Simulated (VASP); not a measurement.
# CuO (P4_2/mmc) in VASP: further runs

Runs on CuO. Level: RPBE. Tasks: single point.

All numbers are computed with VASP 6.6.1; they aren't measurements. Logs are shortened: lines on timing, memory, paths and dates and some standing lists are left out, and cuts for length are marked.

### 1 The cell of the first run

It takes space group P4_2/mmc (No. 131, tetragonal). The conventional cell has a = 3.376 Å, b = 3.376 Å, c = 4.203 Å, α = 90.00°, β = 90.00°, γ = 90.00°. Cu (site symmetry mmm) has 4 O at 1.99 Å within 2.6 Å. Within 2.6 Å of O (site symmetry -4m2) lie 4 Cu at 1.99 Å and 2 O at 2.10 Å.

### 2 Single point, RPBE

INCAR

```
  PREC = Accurate
  ENCUT = 520
  EDIFF = 1E-6
  ISMEAR = -1
  SIGMA = 0.05
  LREAL = F
  LASPH = T
  NELM = 100
  ALGO = Normal
  ISIF = 2
  LWAVE = F
  LCHARG = F
  GGA = RP
  NBANDS = 25
```

KPOINTS

```
Automatic mesh
0
Gamma
  8 8 6
```

POSCAR

```
CuO
1.0
    3.3758013685      0.0000000000      0.0000000000
    0.0000000000      3.3758013685      0.0000000000
    0.0000000000      0.0000000000      4.2028806177
Cu O
2 2
Direct
    0.0000000000      0.5000000000      0.0000000000
    0.5000000000      0.0000000000      0.5000000000
    0.0000000000      0.0000000000      0.2500000000
    0.0000000000      0.0000000000      0.7500000000
```

Potentials or basis: VASP PAW PBE potentials, release 64 (Cu, O).

Run with:

```console
> cat potpaw_PBE.64/Cu/POTCAR potpaw_PBE.64/O/POTCAR > POTCAR
> mpirun -np 1 vasp_std > vasp.out
```

OUTCAR:

```text
PREC = Accurate
   ENCUT = 520
   EDIFF = 1E-6
   ISMEAR = -1
   LREAL = F
   LASPH = T
   NELM = 100
   ISIF = 2
   GGA = RP

 ion  position               nearest neighbor table
   1  0.000  0.500  0.000-   3 1.99   4 1.99   3 1.99   4 1.99
   2  0.500  0.000  0.500-   3 1.99   4 1.99   3 1.99   4 1.99
   3  0.000  0.000  0.250-   1 1.99   2 1.99   1 1.99   2 1.99
   4  0.000  0.000  0.750-   1 1.99   2 1.99   1 1.99   2 1.99

  LATTYP: Found a simple tetragonal cell.
 ALAT       =     3.3758013685
 C/A-ratio  =     1.2450023443

  Lattice vectors:

 A1 = (   3.3758013685,   0.0000000000,   0.0000000000)
 A2 = (   0.0000000000,   3.3758013685,   0.0000000000)
 A3 = (   0.0000000000,   0.0000000000,   4.2028806177)

Analysis of symmetry for initial positions (statically):
=====================================================================
 Subroutine PRICEL returns:
 Original cell was already a primitive cell.

 Routine SETGRP: Setting up the symmetry group for a
 simple tetragonal supercell.

 Subroutine GETGRP returns: Found 16 space group operations
 (whereof  8 operations were pure point group operations)
 out of a pool of 16 trial point group operations.

The static configuration has the point symmetry D_2h.
 The point group associated with its full space group is D_4h.

Analysis of symmetry for dynamics (positions and initial velocities):
=====================================================================
 Subroutine PRICEL returns:
 Original cell was already a primitive cell.

 Routine SETGRP: Setting up the symmetry group for a
 simple tetragonal supercell.

 Subroutine GETGRP returns: Found 16 space group operations
 (whereof  8 operations were pure point group operations)
 out of a pool of 16 trial point group operations.

The dynamic configuration has the point symmetry D_2h.
 The point group associated with its full space group is D_4h.

 Subroutine INISYM returns: Found 16 space group operations
 (whereof  8 operations are pure point group operations),
 and found     1 'primitive' translations

----------------------------------------------------------------------------------------

                                     Primitive cell

  volume of cell :      47.8962

  direct lattice vectors                    reciprocal lattice vectors
     3.375801368  0.000000000  0.000000000     0.296225960  0.000000000  0.000000000
     0.000000000  3.375801368  0.000000000     0.000000000  0.296225960  0.000000000
     0.000000000  0.000000000  4.202880618     0.000000000  0.000000000  0.237932050

  length of vectors
     3.375801368  3.375801368  4.202880618     0.296225960  0.296225960  0.237932050

  position of ions in fractional coordinates (direct lattice)
     0.000000000  0.500000000  0.000000000
     0.500000000  0.000000000  0.500000000
     0.000000000  0.000000000  0.250000000
     0.000000000  0.000000000  0.750000000

  ion indices of the primitive-cell ions
   primitive index   ion index
                 1           1
                 2           2
                 3           3
                 4           4

----------------------------------------------------------------------------------------

 KPOINTS: Automatic mesh

Automatic generation of k-mesh.
 Grid dimensions read from file:
 generate k-points for:    8    8    6

 Generating k-lattice:

  Cartesian coordinates                     Fractional coordinates (reciprocal lattice)
     0.037028245  0.000000000  0.000000000     0.125000000  0.000000000  0.000000000
     0.000000000  0.037028245  0.000000000     0.000000000  0.125000000  0.000000000
     0.000000000  0.000000000  0.039655342     0.000000000  0.000000000  0.166666667

  Length of vectors
     0.037028245  0.037028245  0.039655342

  Shift w.r.t. Gamma in fractional coordinates (k-lattice)
     0.000000000  0.000000000  0.000000000

 Subroutine IBZKPT returns following result:
 ===========================================

 Found     60 irreducible k-points:

 Following reciprocal coordinates:
            Coordinates               Weight
  0.000000  0.000000  0.000000      1.000000
  0.125000  0.000000  0.000000      4.000000
  0.250000  0.000000  0.000000      4.000000
  0.375000  0.000000  0.000000      4.000000
  0.500000  0.000000  0.000000      2.000000
  0.125000  0.125000  0.000000      4.000000
[... 16 lines left out ...]
  0.375000  0.125000  0.166667     16.000000
  0.500000  0.125000  0.166667      8.000000
 [... further k-points ...]
   k-points           NKPTS =     60   k-points in BZ     NKDIM =     60   number of bands    NBANDS=     25
   number of dos      NEDOS =    301   number of ions     NIONS =      4
   total plane-waves  NPLWV =  25088
   dimension x,y,z NGX =    28 NGY =   28 NGZ =   32
   dimension x,y,z NGXF=    56 NGYF=   56 NGZF=   64
   ions per type =               2   2
   NGX,Y,Z   is equivalent  to a cutoff of  13.79, 13.79, 12.66 a.u.
   NGXF,Y,Z  is equivalent  to a cutoff of  27.58, 27.58, 25.32 a.u.
 SYSTEM =  unknown system
   PREC   = accura    normal or accurate (medium, high low for compatibility)
   ISTART =      0    job   : 0-new  1-cont  2-samecut
   ICHARG =      2    charge: 1-file 2-atom 10-const
   ISPIN  =      1    spin polarized calculation?
   LNONCOLLINEAR =      F non collinear calculations
   LSORBIT =      F    spin-orbit coupling
   LASPH  =      T    aspherical Exc in radial PAW
   ENCUT  =  520.0 eV  38.22 Ry    6.18 a.u.   6.28  6.28  7.81*2*pi/ulx,y,z
   NELM   =    100;   NELMIN=  2; NELMDL= -5     # of ELM steps
   EDIFF  = 0.1E-05   stopping-criterion for ELM
   LREAL  =      F    real-space projection
   EDIFFG = 0.1E-04   stopping-criterion for IOM
   NSW    =      0    number of steps for IOM
   IBRION =     -1    ionic relax: 0-MD 1-quasi-New 2-CG
   NFREE  =      0    steps in history (QN), initial steepest desc. (CG)
   ISIF   =      2    stress and relaxation
   ISYM   =      2    0-nonsym 1-usesym 2-fastsym
   POTIM  = 0.5000    time-step for ionic-motion
   TEBEG  =    0.0;   TEEND  =   0.0 temperature during run
   PSTRESS=    0.0 pullay stress
   NELECT =      34.0000    total number of electrons
   NUPDOWN=      -1.0000    fix difference up-down
   EMIN   =  10.00;   EMAX   =-10.00  energy-range for DOS
   EFERMI =   0.00;   METHOD = LEGACY
   ISMEAR =    -1;   SIGMA  =   0.05  broadening in eV -4-tet -1-fermi 0-gaus
   EFERMI_NEDOS =   21; number of points for ismear=-14 and -15
   IALGO  =     38    algorithm
   IMIX   =      4    mixing-type and parameters
     AMIX     =   0.40;   BMIX     =  1.00
     AMIX_MAG =   1.60;   BMIX_MAG =  1.00
  volume/ion in A,a.u.               =      11.97        80.80
  Fermi-wavevector in a.u.,A,eV,Ry     =   1.460386  2.759729 29.017498  2.132726
  Thomas-Fermi vector in A             =   2.576841
   LORBIT       =      0    0 simple, 1 ext, 2 COOP (PROOUT), +10 PAW based schemes
   GGA     = RP    functional components
   LHFCALC =     F    Hartree Fock is set to
   AEXX    =    0.0000 exact exchange contribution
   IVDW    =     0    specifies the selected vdW correction
   LEPSILON=     F    determine dielectric tensor
   LRPA    =     F    only Hartree local field effects (RPA)
 non-spin polarized calculation
  energy-cutoff  :      520.00
  volume of cell :       47.90
 maximum number of plane-waves:      1308
 NGX is ok and might be reduce to    28
   NGX = 13   NGY = 13   NGZ = 15

 number of electron      34.0000014 magnetization

 Free energy of the ion-electron system (eV)
  ---------------------------------------------------
  ext. energy  EPLUGINS =         0.00000000
  ---------------------------------------------------
  free energy    TOTEN  =       -16.59853482 eV

  energy without entropy =      -16.57941538  energy(sigma->0) =      -16.58897510

 E-fermi :   4.6706     XC(G=0): -10.6274

 val. band max:        4.6623552969   @ k =   0.2500   0.1250   0.3333
 cond. band min:       4.6720889301   @ k =   0.2500   0.1250   0.1667
 fundamental gap:      0.0097336331
 Fermi energy:         4.6706001630

 k-point     1 :       0.0000    0.0000    0.0000
  band No.  band energies     occupation
      1     -15.8733      2.00000
      2     -12.9090      2.00000
      3      -3.5991      2.00000
      4      -0.8465      2.00000
      5      -0.8465      2.00000
      6      -0.2933      2.00000
[... 17 lines left out ...]
     24      16.1727      0.00000
     25      18.2073      0.00000

 k-point     2 :       0.1250    0.0000    0.0000
  band No.  band energies     occupation
      1     -15.8330      2.00000
      2     -12.9154      2.00000
      3      -3.5207      2.00000
      4      -0.8280      2.00000
      5      -0.8201      2.00000
      6      -0.7378      2.00000
[... 17 lines left out ...]
     24      16.5140      0.00000
     25      18.1565      0.00000

 k-point     3 :       0.2500    0.0000    0.0000
  band No.  band energies     occupation
      1     -15.7331      2.00000
      2     -12.9304      2.00000
      3      -3.3189      2.00000
      4      -1.7173      2.00000
      5      -0.7542      2.00000
      6      -0.4688      2.00000
[... 17 lines left out ...]
     24      17.3658      0.00000
     25      17.6999      0.00000

 k-point     4 :       0.3750    0.0000    0.0000
  band No.  band energies     occupation
      1     -15.6295      2.00000
      2     -12.9456      2.00000
      3      -3.0879      2.00000
      4      -2.4166      2.00000
      5      -0.6852      2.00000
      6      -0.5745      2.00000
[... 17 lines left out ...]
     24      16.5578      0.00000
     25      18.1510      0.00000
[... 477 lines left out ...]
 k-point    22 :       0.2500    0.1250    0.1667
  band No.  band energies     occupation
      1     -15.5571      2.00000
      2     -13.2019      2.00000
      3      -2.7711      2.00000
      4      -1.6231      2.00000
      5      -1.0366      2.00000
      6      -0.4393      2.00000
[... 17 lines left out ...]
     24      16.2728      0.00000
     25      18.5656      0.00000

 k-point    23 :       0.3750    0.1250    0.1667
  band No.  band energies     occupation
      1     -15.4596      2.00000
      2     -13.2010      2.00000
      3      -2.5718      2.00000
      4      -2.2391      2.00000
      5      -1.0875      2.00000
      6      -0.2987      2.00000
[... 17 lines left out ...]
     24      16.2258      0.00000
     25      18.6336      0.00000

 k-point    24 :       0.5000    0.1250    0.1667
  band No.  band energies     occupation
      1     -15.4183      2.00000
      2     -13.2004      2.00000
      3      -2.5205      2.00000
      4      -2.4343      2.00000
      5      -1.1072      2.00000
      6      -0.2582      2.00000
[... 17 lines left out ...]
     24      16.1247      0.00000
     25      19.1599      0.00000

 [... further k-points ...]

------------------------ aborting loop because EDIFF is reached ----------------------------------------

  FORCE on cell =-STRESS in cart. coord.  units (eV):
  Direction    XX          YY          ZZ          XY          YZ          ZX
  --------------------------------------------------------------------------------------
  -------------------------------------------------------------------------------------
  Total       -1.7574389     -1.7574389     10.1153895      0.0000000      0.0000000      0.0000000
  in kB      -58.7881783    -58.7881783    338.3704034      0.0000000      0.0000000      0.0000000
  external PRESSURE =      73.5980156 kB  Pullay stress =       0.0000000 kB

 VOLUME and BASIS-vectors are now :
 -----------------------------------------------------------------------------
  energy-cutoff  :      520.00
  volume of cell :       47.90
      direct lattice vectors                 reciprocal lattice vectors
     3.375801368  0.000000000  0.000000000     0.296225960  0.000000000  0.000000000
     0.000000000  3.375801368  0.000000000     0.000000000  0.296225960  0.000000000
     0.000000000  0.000000000  4.202880618     0.000000000  0.000000000  0.237932050

 POSITION                                       TOTAL-FORCE (eV/Angst)
 -----------------------------------------------------------------------------------
      0.00000      1.68790      0.00000         0.000000      0.000000     -0.000000
      1.68790      0.00000      2.10144         0.000000      0.000000     -0.000000
      0.00000      0.00000      1.05072        -0.000000     -0.000000      0.000000
      0.00000      0.00000      3.15216         0.000000     -0.000000      0.000000
 -----------------------------------------------------------------------------------
    total drift:                                0.000000      0.000000      0.000000

  FREE ENERGIE OF THE ION-ELECTRON SYSTEM (eV)
  ---------------------------------------------------
  free  energy   TOTEN  =       -16.5985348151 eV

  energy  without entropy=      -16.5794153779  energy(sigma->0) =      -16.58897510
```

It took 60 s on 1 thread of Intel Xeon Platinum 8488C (Sapphire Rapids), shared host; peak memory 0.2 GiB.

Results:

- Free energy: -16.5985 eV
- Pressure: 7.4 GPa
- Band gap on the k mesh: zero (bands 17 and 18 overlap by 1.84 eV)

Caveat: the cell stands under pressure; the PAW data sets were made with another functional, which shifts forces and pressure a little; semilocal functionals often make such compounds metallic where correlation or magnetic order opens a gap, which also shifts bond lengths. With open d or f shells a metallic result of RPBE can be an artefact of self-interaction; +U or a hybrid may open a gap.

### 3 Single point, RPBE

This run uses another cell than the first one, of 12.22 Å³/atom.

INCAR

```
SYSTEM = CuO
ALGO     = Normal         ! electronic algorithm
EDIFF    = 1E-7           ! SCF threshold, eV
ENCUT    = 520            ! plane-wave cutoff, eV
GGA      = RP             ! functional
ISIF     = 2              ! what is computed and relaxed
ISMEAR   = -1             ! smearing method
LASPH    = .TRUE.         ! aspherical terms in the spheres
LCHARG   = .FALSE.        ! write CHGCAR
LREAL    = .FALSE.        ! projectors in reciprocal space
LWAVE    = .FALSE.        ! write WAVECAR
NBANDS   = 25             ! bands
NELM     = 60             ! most SCF steps
PREC     = Accurate       ! precision mode
SIGMA    = 0.05           ! smearing width, eV
```

KPOINTS

```
k-points
0
G
  8 8 6
  0 0 0
```

POSCAR

```
CuO
1.0
    3.3990834929      0.0000000000      0.0000000000
    0.0000000000      3.3990834929      0.0000000000
    0.0000000000      0.0000000000      4.2318669172
Cu O
2 2
Direct
    0.0000000000      0.5000000000      0.0000000000
    0.5000000000      0.0000000000      0.5000000000
    0.0000000000      0.0000000000      0.2500000000
    0.0000000000      0.0000000000      0.7500000000
```

Potentials or basis: VASP PAW PBE potentials, release 64 (Cu, O).

Run with:

```console
> cat potpaw_PBE.64/Cu/POTCAR potpaw_PBE.64/O/POTCAR > POTCAR
> mpirun -np 1 vasp_std > vasp.out
```

Run time: 58 s. Hardware: 1 thread of Intel Xeon Platinum 8488C (Sapphire Rapids), shared host; peak memory 0.21 GiB.

Results (log left out):

```
Free energy            : -16.6373 eV
Pressure               : 4.6 GPa
Band gap on the k mesh : zero (bands 17 and 18 overlap by 1.81 eV)
```

Stress tensor (GPa, compression positive):
```
-7.99  0.00  0.00
 0.00 -7.99  0.00
 0.00  0.00 29.80
```

Levels at points of the mesh, in eV from the Fermi level:
```csv
k point,band 15,band 16,band 17,band 18,band 19,band 20
"(0.00, 0.00, 0.00)",-1.29,0.45,0.55,0.67,0.67,6.20
"(0.50, 0.00, 0.00)",-1.78,-1.78,0.56,0.98,3.84,4.24
"(0.50, 0.50, 0.00)",-1.83,-1.53,-1.53,0.79,1.36,8.10
"(0.00, 0.00, 0.50)",-1.68,-1.68,-0.04,-0.04,2.30,2.30
"(0.50, 0.00, 0.50)",-1.90,-1.83,-0.74,0.43,3.94,5.24
"(0.50, 0.50, 0.50)",-1.64,-1.64,-1.16,-1.16,3.56,3.56
```

Caveat: the cell stands under pressure; the PAW data sets were made with another functional, which shifts forces and pressure a little; semilocal functionals often make such compounds metallic where correlation or magnetic order opens a gap, which also shifts bond lengths. With open d or f shells a metallic result of RPBE can be an artefact of self-interaction; +U or a hybrid may open a gap.
